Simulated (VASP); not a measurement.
# ZrB2 (Cmmm) in VASP: electric field gradients with r2SCAN

Aim: the electric field gradients of ZrB2 with r2SCAN.

Everything below comes from runs of VASP 6.6.1. Logs are shortened: lines on timing, memory, paths and dates and some standing lists are left out, and cuts for length are marked.

### 1 The cell of the first run

The structure is orthorhombic, space group Cmmm (No. 65). The conventional cell has a = 3.170 Å, b = 5.491 Å, c = 3.533 Å, α = 90.00°, β = 90.00°, γ = 90.00°. Zr (site symmetry mmm) has 12 B at 2.53 to 2.58 Å and 6 Zr at 3.17 Å within 3.3 Å. B (site symmetry m2m) has 3 B at 1.74 to 1.88 Å within 2.3 Å.

### 2 Electric field gradients, r2SCAN (shortest bond scaled by 0.95)

POSCAR reads:

```
ZrB2
1.0
    3.1700000000      0.0000000000      0.0000000000
   -1.5850000000      2.7453005300      0.0000000000
    0.0000000000      0.0000000000      3.5330000000
Zr B
1 2
Direct
    0.0000000000      0.0000000000      0.0000000000
    0.3166666666      0.6583333334      0.5000000000
    0.6833333334      0.3416666666      0.5000000000
```

INCAR.step1 reads:

```
SYSTEM = ZrB2
ALGO     = Normal         ! electronic algorithm
EDIFF    = 1E-5           ! SCF threshold, eV
ENCUT    = 460            ! plane-wave cutoff, eV
GGA      = PE             ! functional
GGA_COMPAT= .FALSE.      
ISMEAR   = -1             ! smearing method
LASPH    = .TRUE.         ! aspherical terms in the spheres
LCHARG   = .FALSE.        ! write CHGCAR
LREAL    = .FALSE.        ! projectors in reciprocal space
LWAVE    = .TRUE.         ! write WAVECAR
NBANDS   = 16             ! bands
NELM     = 120            ! most SCF steps
PREC     = Accurate       ! precision mode
SIGMA    = 0.05           ! smearing width, eV
```

INCAR.step2 reads:

```
SYSTEM = ZrB2
ALGO     = Normal         ! electronic algorithm
EDIFF    = 1E-8           ! SCF threshold, eV
ENCUT    = 460            ! plane-wave cutoff, eV
GGA_COMPAT= .FALSE.      
ISIF     = 2              ! what is computed and relaxed
ISMEAR   = -1             ! smearing method
ISTART   = 1            
LASPH    = .TRUE.         ! aspherical terms in the spheres
LCHARG   = .FALSE.        ! write CHGCAR
LEFG     = .TRUE.       
LMIXTAU  = .TRUE.       
LREAL    = .FALSE.        ! projectors in reciprocal space
LWAVE    = .FALSE.        ! write WAVECAR
METAGGA  = R2SCAN         ! meta-GGA
NBANDS   = 16             ! bands
NELM     = 120            ! most SCF steps
PREC     = Accurate       ! precision mode
SIGMA    = 0.05           ! smearing width, eV
```

KPOINTS reads:

```
k-points
0
G
  10 10 8
  0 0 0
```

Potentials or basis: VASP PAW PBE potentials, release 64 (Zr_sv, B).

Run with:

```bash
> cat potpaw_PBE.64/Zr_sv/POTCAR potpaw_PBE.64/B/POTCAR > POTCAR
> cp INCAR.step1 INCAR
> mpirun -np 1 vasp_std > vasp.out
> cp INCAR.step2 INCAR
> mpirun -np 1 vasp_std > vasp.out
```

OUTCAR:

```text
SYSTEM = ZrB2
   EDIFF = 1E-8
   ENCUT = 460
   ISIF = 2
   ISMEAR = -1
   ISTART = 1
   LASPH = .TRUE.
   LREAL = .FALSE.
   METAGGA = R2SCAN
   NELM = 120
   PREC = Accurate

 ion  position               nearest neighbor table
   1  0.000  0.000  0.000-   2 2.53   3 2.53   2 2.53   3 2.53   2 2.53   2 2.53   3 2.53   3 2.53
                             3 2.58   3 2.58   2 2.58   2 2.58
   2  0.317  0.658  0.500-   3 1.74   3 1.88   3 1.88   1 2.53   1 2.53   1 2.53   1 2.53   1 2.58
                             1 2.58
   3  0.683  0.342  0.500-   2 1.74   2 1.88   2 1.88   1 2.53   1 2.53   1 2.53   1 2.53   1 2.58
                             1 2.58

  LATTYP: Found a hexagonal cell.
 ALAT       =     3.1700000000
 C/A-ratio  =     1.1145110410

  Lattice vectors:

 A1 = (   3.1700000000,   0.0000000000,   0.0000000000)
 A2 = (  -1.5850000000,   2.7453005300,   0.0000000000)
 A3 = (   0.0000000000,   0.0000000000,   3.5330000000)

Analysis of symmetry for initial positions (statically):
=====================================================================
 Subroutine PRICEL returns:
 Original cell was already a primitive cell.

 Routine SETGRP: Setting up the symmetry group for a
 hexagonal supercell.

 Subroutine GETGRP returns: Found  8 space group operations
 (whereof  8 operations were pure point group operations)
 out of a pool of 24 trial point group operations.

The static configuration has the point symmetry D_2h.

Analysis of symmetry for dynamics (positions and initial velocities):
=====================================================================
 Subroutine PRICEL returns:
 Original cell was already a primitive cell.

 Routine SETGRP: Setting up the symmetry group for a
 hexagonal supercell.

 Subroutine GETGRP returns: Found  8 space group operations
 (whereof  8 operations were pure point group operations)
 out of a pool of 24 trial point group operations.

The dynamic configuration has the point symmetry D_2h.

 Subroutine INISYM returns: Found  8 space group operations
 (whereof  8 operations are pure point group operations),
 and found     1 'primitive' translations

----------------------------------------------------------------------------------------

                                     Primitive cell

  volume of cell :      30.7463

  direct lattice vectors                    reciprocal lattice vectors
     3.170000000  0.000000000  0.000000000     0.315457413  0.182129422  0.000000000
    -1.585000000  2.745300530  0.000000000     0.000000000  0.364258845  0.000000000
     0.000000000  0.000000000  3.533000000     0.000000000  0.000000000  0.283045570

  length of vectors
     3.170000000  3.170000000  3.533000000     0.364258845  0.364258845  0.283045570

  position of ions in fractional coordinates (direct lattice)
     0.000000000  0.000000000  0.000000000
     0.316666667  0.658333333  0.500000000
     0.683333333  0.341666667  0.500000000

  ion indices of the primitive-cell ions
   primitive index   ion index
                 1           1
                 2           2
                 3           3

----------------------------------------------------------------------------------------

 KPOINTS: k-points

Automatic generation of k-mesh.
 Grid dimensions read from file:
 generate k-points for:   10   10    8

 Generating k-lattice:

  Cartesian coordinates                     Fractional coordinates (reciprocal lattice)
     0.031545741  0.018212942  0.000000000     0.100000000  0.000000000  0.000000000
     0.000000000  0.036425884  0.000000000     0.000000000  0.100000000  0.000000000
     0.000000000  0.000000000  0.035380696     0.000000000  0.000000000  0.125000000

  Length of vectors
     0.036425884  0.036425884  0.035380696

  Shift w.r.t. Gamma in fractional coordinates (k-lattice)
     0.000000000  0.000000000  0.000000000

 Subroutine IBZKPT returns following result:
 ===========================================

 Found    155 irreducible k-points:

 Following reciprocal coordinates:
            Coordinates               Weight
  0.000000  0.000000  0.000000      1.000000
  0.100000 -0.000000  0.000000      2.000000
  0.000000  0.100000  0.000000      4.000000
  0.200000 -0.000000  0.000000      2.000000
  0.000000  0.200000  0.000000      4.000000
  0.300000  0.000000  0.000000      2.000000
[... 16 lines left out ...]
  0.200000  0.200000  0.000000      4.000000
 -0.200000  0.400000  0.000000      2.000000
 [... further k-points ...]
   k-points           NKPTS =    155   k-points in BZ     NKDIM =    155   number of bands    NBANDS=     16
   number of dos      NEDOS =    301   number of ions     NIONS =      3
   total plane-waves  NPLWV =  16128
   dimension x,y,z NGX =    24 NGY =   24 NGZ =   28
   dimension x,y,z NGXF=    48 NGYF=   48 NGZF=   56
   ions per type =               1   2
   NGX,Y,Z   is equivalent  to a cutoff of  12.59, 12.59, 13.18 a.u.
   NGXF,Y,Z  is equivalent  to a cutoff of  25.17, 25.17, 26.35 a.u.
 SYSTEM =  ZrB2
   PREC   = accura    normal or accurate (medium, high low for compatibility)
   ISTART =      1    job   : 0-new  1-cont  2-samecut
   ICHARG =      0    charge: 1-file 2-atom 10-const
   ISPIN  =      1    spin polarized calculation?
   LNONCOLLINEAR =      F non collinear calculations
   LSORBIT =      F    spin-orbit coupling
   LASPH  =      T    aspherical Exc in radial PAW
   ENCUT  =  460.0 eV  33.81 Ry    5.81 a.u.   5.54  5.54  6.18*2*pi/ulx,y,z
   NELM   =    120;   NELMIN=  2; NELMDL=  0     # of ELM steps
   EDIFF  = 0.1E-07   stopping-criterion for ELM
   LREAL  =      F    real-space projection
   EDIFFG = 0.1E-06   stopping-criterion for IOM
   NSW    =      0    number of steps for IOM
   IBRION =     -1    ionic relax: 0-MD 1-quasi-New 2-CG
   NFREE  =      0    steps in history (QN), initial steepest desc. (CG)
   ISIF   =      2    stress and relaxation
   ISYM   =      2    0-nonsym 1-usesym 2-fastsym
   POTIM  = 0.5000    time-step for ionic-motion
   TEBEG  =    0.0;   TEEND  =   0.0 temperature during run
   PSTRESS=    0.0 pullay stress
   NELECT =      18.0000    total number of electrons
   NUPDOWN=      -1.0000    fix difference up-down
   EMIN   =  10.00;   EMAX   =-10.00  energy-range for DOS
   EFERMI =   0.00;   METHOD = LEGACY
   ISMEAR =    -1;   SIGMA  =   0.05  broadening in eV -4-tet -1-fermi 0-gaus
   EFERMI_NEDOS =   21; number of points for ismear=-14 and -15
   IALGO  =     38    algorithm
   IMIX   =      4    mixing-type and parameters
     AMIX     =   0.40;   BMIX     =  1.00
     AMIX_MAG =   1.60;   BMIX_MAG =  1.00
  volume/ion in A,a.u.               =      10.25        69.16
  Fermi-wavevector in a.u.,A,eV,Ry     =   1.369519  2.588016 25.518847  1.875582
  Thomas-Fermi vector in A             =   2.495387
   LORBIT       =      0    0 simple, 1 ext, 2 COOP (PROOUT), +10 PAW based schemes
   METAGGA = R2SCAN    functional components
   LHFCALC =     F    Hartree Fock is set to
   AEXX    =    0.0000 exact exchange contribution
   IVDW    =     0    specifies the selected vdW correction
   LEPSILON=     F    determine dielectric tensor
   LRPA    =     F    only Hartree local field effects (RPA)
 non-spin polarized calculation
  energy-cutoff  :      460.00
  volume of cell :       30.75
 maximum number of plane-waves:       709
 NGX is ok and might be reduce to    24
   NGX = 11   NGY = 11   NGZ = 13

 number of electron      18.0000000 magnetization

 Free energy of the ion-electron system (eV)
  ---------------------------------------------------
  ext. energy  EPLUGINS =         0.00000000
  ---------------------------------------------------
  free energy    TOTEN  =       -40.57959055 eV

  energy without entropy =      -40.57693917  energy(sigma->0) =      -40.57826486

 E-fermi :  10.5862     XC(G=0): -13.3738

 val. band max:       10.5634973461   @ k =   0.3000   0.2000   0.0000
 cond. band min:      10.6166611481   @ k =   0.0000   0.0000   0.5000
 fundamental gap:      0.0531638020
 Fermi energy:        10.5862330502

 k-point     1 :       0.0000    0.0000    0.0000
  band No.  band energies     occupation
      1     -39.7649      2.00000
      2     -17.2572      2.00000
      3     -16.7067      2.00000
      4     -16.6691      2.00000
      5      -2.9999      2.00000
      6       7.4661      2.00000
[... 8 lines left out ...]
     15      15.5072      0.00000
     16      16.8376      0.00000

 k-point     2 :       0.1000   -0.0000    0.0000
  band No.  band energies     occupation
      1     -39.7532      2.00000
      2     -17.2400      2.00000
      3     -16.7700      2.00000
      4     -16.7283      2.00000
      5      -2.7924      2.00000
      6       6.8986      2.00000
[... 8 lines left out ...]
     15      16.9696      0.00000
     16      17.2131      0.00000
[... 387 lines left out ...]
      5      -0.7576      2.00000
      6       4.0070      2.00000
[... 8 lines left out ...]
     15      18.5148      0.00000
     16      19.8812      0.00000

 k-point    24 :      -0.2000    0.4000    0.0000
  band No.  band energies     occupation
      1     -39.6655      2.00000
      2     -17.4203      2.00000
      3     -17.1075      2.00000
      4     -16.9431      2.00000
      5      -0.7090      2.00000
      6       4.3759      2.00000
[... 8 lines left out ...]
     15      18.2250      0.00000
     16      20.6005      0.00000

 [... further k-points ...]

------------------------ aborting loop because EDIFF is reached ----------------------------------------

  FORCE on cell =-STRESS in cart. coord.  units (eV):
  Direction    XX          YY          ZZ          XY          YZ          ZX
  --------------------------------------------------------------------------------------
  -------------------------------------------------------------------------------------
  Total        0.1577833      0.3058082      0.4623022     -0.1281933      0.0000000      0.0000000
  in kB        8.2220272     15.9355459     24.0903843     -6.6801031      0.0000000      0.0000000
  external PRESSURE =      16.0826524 kB  Pullay stress =       0.0000000 kB

 VOLUME and BASIS-vectors are now :
 -----------------------------------------------------------------------------
  energy-cutoff  :      460.00
  volume of cell :       30.75
      direct lattice vectors                 reciprocal lattice vectors
     3.170000000  0.000000000  0.000000000     0.315457413  0.182129422  0.000000000
    -1.585000000  2.745300530  0.000000000     0.000000000  0.364258845  0.000000000
     0.000000000  0.000000000  3.533000000     0.000000000  0.000000000  0.283045570

 POSITION                                       TOTAL-FORCE (eV/Angst)
 -----------------------------------------------------------------------------------
      0.00000      0.00000      0.00000         0.000000      0.000000      0.000000
     -0.03963      1.80732      1.76650         1.057612      0.610612     -0.000000
      1.62463      0.93798      1.76650        -1.057612     -0.610612      0.000000
 -----------------------------------------------------------------------------------
    total drift:                                0.000000     -0.000000     -0.000000

  FREE ENERGIE OF THE ION-ELECTRON SYSTEM (eV)
  ---------------------------------------------------
  free  energy   TOTEN  =       -40.5795905515 eV

  energy  without entropy=      -40.5769391749  energy(sigma->0) =      -40.57826486

 Electric field gradients (V/A^2)
---------------------------------------------------------------------
 ion       V_xx      V_yy      V_zz      V_xy      V_xz      V_yz
---------------------------------------------------------------------
   1     -17.269   -20.075    37.344     2.429     0.000     0.000
   2      -2.329     0.408     1.921    -2.370    -0.000     0.000
   3      -2.329     0.408     1.921    -2.370    -0.000    -0.000
---------------------------------------------------------------------

 Electric field gradients after diagonalization (V/A^2)
 (convention: |V_zz| > |V_xx| > |V_yy|)
----------------------------------------------------------------------
 ion       V_xx      V_yy      V_zz     asymmetry (V_yy - V_xx)/ V_zz
----------------------------------------------------------------------
   1     -21.477   -15.867    37.344       0.150
   2       1.921     1.776    -3.697       0.039
   3       1.921     1.776    -3.697       0.039
----------------------------------------------------------------------

           NMR quadrupolar parameters

 Cq : quadrupolar parameter    Cq=e*Q*V_zz/h
 eta: asymmetry parameters     (V_yy - V_xx)/ V_zz
 Q  : nuclear electric quadrupole moment in mb (millibarn)
----------------------------------------------------------------------
 ion       Cq(MHz)       eta       Q (mb)
----------------------------------------------------------------------
   1       0.090       0.150       1.000
   2      -0.009       0.039       1.000
   3      -0.009       0.039       1.000
----------------------------------------------------------------------
```

It took 98 s on 1 thread of Intel Xeon 6975P-C (Granite Rapids), shared host; peak memory 0.19 GiB.

What came out:

```yaml
Free_energy: -40.5796 eV
Pressure: 1.6 GPa
Largest_force: 1.221 eV/Å
Band_gap_on_the_k_mesh: zero (bands 9 and 10 overlap by 0.55 eV)
Largest_electric_field_gradient_by_atom: Zr +37.3; B -3.7 V/Å²
```

Forces in eV/Å, atoms in the order of the input:
```
Zr   0.000  0.000  0.000
B    1.058  0.611  0.000
B   -1.058 -0.611  0.000
```

Electric field gradients, principal values (V/Å²):
```csv
atom,least,middle,greatest (by size)
1 Zr,-15.867,-21.477,37.344
2 B,1.776,1.921,-3.697
3 B,1.776,1.921,-3.697
```

Caveat: the cell differs from its parent crystal (shortest bond scaled by 0.95); without QUAD_EFG the Cq values of the log hold for a quadrupole moment of 1 mb, not for the nuclei; the PAW data sets were made with another functional, which shifts forces and pressure a little.

The gap in the log of VASP goes by the Fermi energy; the results here count the filled bands.